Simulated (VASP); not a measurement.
Write the native input for VASP 6.6.1 that does the following.

```
Task                   : single point
Functional             : r2SCAN
Potentials or basis    : VASP PAW PBE potentials, release 64 (Tl_d)
Cutoff                 : 520 eV
k mesh                 : 12 × 12 × 12
Occupations            : fermi-dirac, width 0.1 eV
Spin                   : no spin polarisation
Dipole correction      : no
Further INCAR settings : ALGO = Normal; EDIFF = 1e-06; NBANDS = 12
```

Tl:

```
CELL_PARAMETERS angstrom
0.00000 2.52736 2.52736
2.52736 0.00000 2.52736
2.52736 2.52736 0.00000
ATOMIC_POSITIONS crystal
Tl 0.00000 0.00000 0.00000
```

This cell differs from its parent crystal: volume scaled by 1.08.

The input as run:

POSCAR

```
Tl
1.0
    0.0000000000      2.5273621436      2.5273621436
    2.5273621436      0.0000000000      2.5273621436
    2.5273621436      2.5273621436      0.0000000000
Tl
1
Direct
    0.0000000000      0.0000000000      0.0000000000
```

INCAR.step1

```
SYSTEM = Tl
PREC     = Accurate       ! precision mode
ENCUT    = 520            ! plane-wave cutoff, eV
ISMEAR   = -1             ! smearing method
SIGMA    = 0.1            ! smearing width, eV
LREAL    = .FALSE.        ! projectors in reciprocal space
LASPH    = .TRUE.         ! aspherical terms in the spheres
NELM     = 80             ! most SCF steps
NBANDS   = 12             ! bands
GGA      = PE             ! functional
ALGO     = Normal         ! electronic algorithm
EDIFF    = 1E-4           ! SCF threshold, eV
LWAVE    = .TRUE.         ! write WAVECAR
LCHARG   = .FALSE.        ! write CHGCAR
```

INCAR.step2

```
SYSTEM = Tl
PREC     = Accurate       ! precision mode
ENCUT    = 520            ! plane-wave cutoff, eV
EDIFF    = 1E-6           ! SCF threshold, eV
ISMEAR   = -1             ! smearing method
SIGMA    = 0.1            ! smearing width, eV
LREAL    = .FALSE.        ! projectors in reciprocal space
LASPH    = .TRUE.         ! aspherical terms in the spheres
NELM     = 80             ! most SCF steps
ALGO     = Normal         ! electronic algorithm
ISIF     = 2              ! what is computed and relaxed
LWAVE    = .FALSE.        ! write WAVECAR
LCHARG   = .TRUE.         ! write CHGCAR
METAGGA  = R2SCAN         ! meta-GGA
LMIXTAU  = .TRUE.       
LELF     = .TRUE.         ! ELF
LVHAR    = .TRUE.       
NBANDS   = 12             ! bands
ISTART   = 1
```

KPOINTS

```
Automatic mesh
0
G
  12 12 12
  0 0 0
```

Potentials or basis: VASP PAW PBE potentials, release 64 (Tl_d).

Run with:

```console
$ cat potpaw_PBE.64/Tl_d/POTCAR > POTCAR
$ cp INCAR.step1 INCAR
$ mpirun -np 1 vasp_std > vasp.out
$ cp INCAR.step2 INCAR
$ mpirun -np 1 vasp_std > vasp.out
```

Results of the run:

```yaml
Pressure: -2.0 GPa
```

Caveat: the PAW data sets were made with another functional, which shifts forces and pressure a little.

Wall time 76 s on 1 thread of AMD EPYC 9R45 96-Core Processor (Zen 5) (shared host), peak memory 0.15 GiB.
